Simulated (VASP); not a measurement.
KNb3O, 5 atoms in the cell. The structure is cubic, space group Pm-3m (No. 221). Conventional cell: a = 4.428 Å, b = 4.428 Å, c = 4.428 Å, α = 90.00°, β = 90.00°, γ = 90.00°. K (site symmetry m-3m) has 12 Nb at 3.13 Å and 8 O at 3.83 Å within 4.1 Å. Nb (site symmetry 4/mmm) has 2 O at 2.21 Å within 2.9 Å. Within 2.9 Å of O (site symmetry m-3m) lie 6 Nb at 2.21 Å. The cell was built from a structure type or drawn by symmetry, and may not be a known phase.

```yaml
Program: VASP 6.6.1
Task: relaxation of cell and atoms
Functional: PBE
Potentials_or_basis: VASP PAW PBE potentials, release 64 (K_sv, Nb_sv, O)
Cutoff: 600 eV
k_mesh: 8 × 8 × 8
Occupations: gaussian, width 0.1 eV
Spin: no spin polarisation
Dipole_correction: no
Further_INCAR_settings: ALGO = Normal; EDIFF = 1e-06; IBRION = 2; EDIFFG = -0.01; NSW = 100; ISIF = 3
```

Potentials or basis: VASP PAW PBE potentials, release 64 (K_sv, Nb_sv, O).

Launch:

```bash
$ cat potpaw_PBE.64/K_sv/POTCAR potpaw_PBE.64/Nb_sv/POTCAR potpaw_PBE.64/O/POTCAR > POTCAR
$ mpirun -np 1 vasp_std > vasp.out
```

Hardware: 1 thread of Intel Xeon 8259CL (shared host).

Question: Estimate the wall time of this run.

Answer: It took 5.5 min on 1 thread of Intel Xeon 8259CL, with other jobs on the host, peak memory 0.29 GiB. Counts: scf iterations 33, k points 35, ion steps 3.
